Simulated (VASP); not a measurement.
Set up this calculation in VASP 6.6.1, as the native input.

```yaml
Task: single point
Functional: PBEsol
Potentials_or_basis: VASP PAW PBE potentials, release 64 (Ti_sv)
Cutoff: 520 eV
k_mesh: 13 × 13 × 7
Occupations: fermi-dirac, width 0.08 eV
Spin: no spin polarisation
Dipole_correction: no
Further_INCAR_settings: ALGO = Normal; EDIFF = 1e-07; NBANDS = 19
```

The structure of Ti lies in POSCAR:

```
Ti
1.0
    2.9695348394      0.0000000000      0.0000000000
   -1.4847674197      2.5716926084      0.0000000000
    0.0000000000      0.0000000000      4.7170340170
Ti
2
Direct
    0.3333333333      0.6666666667      0.2500000000
    0.6666666667      0.3333333333      0.7500000000
```

This cell differs from its parent crystal: volume scaled by 1.02.

These files were run (other wordings do the same):

INCAR

```
SYSTEM = Ti
ALGO = Normal
EDIFF = 1E-7
ENCUT = 520
GGA = PS
ISIF = 2
ISMEAR = -1
LASPH = .True.
LCHARG = .False.
LREAL = .False.
LWAVE = .False.
NBANDS = 19
NELM = 80
PREC = Accurate
SIGMA = 0.08
```

KPOINTS

```
k-points
0
Gamma
  13 13 7
  0 0 0
```

Potentials or basis: VASP PAW PBE potentials, release 64 (Ti_sv).

Run with:

```console
$ cat potpaw_PBE.64/Ti_sv/POTCAR > POTCAR
$ mpirun -np 1 vasp_std > vasp.out
```

It gave:

* Pressure: -7.8 GPa
* Band gap on the k mesh: zero (band 12 reaches 8.59 eV, above the bottom of band 13 at 7.52 eV)

Caveat: the PAW data sets were made with another functional, which shifts forces and pressure a little.

Run time: 18 s on 1 thread of Intel(R) Xeon(R) 6975P-C (Granite Rapids), with other jobs on the host, peak memory 0.17 GiB.
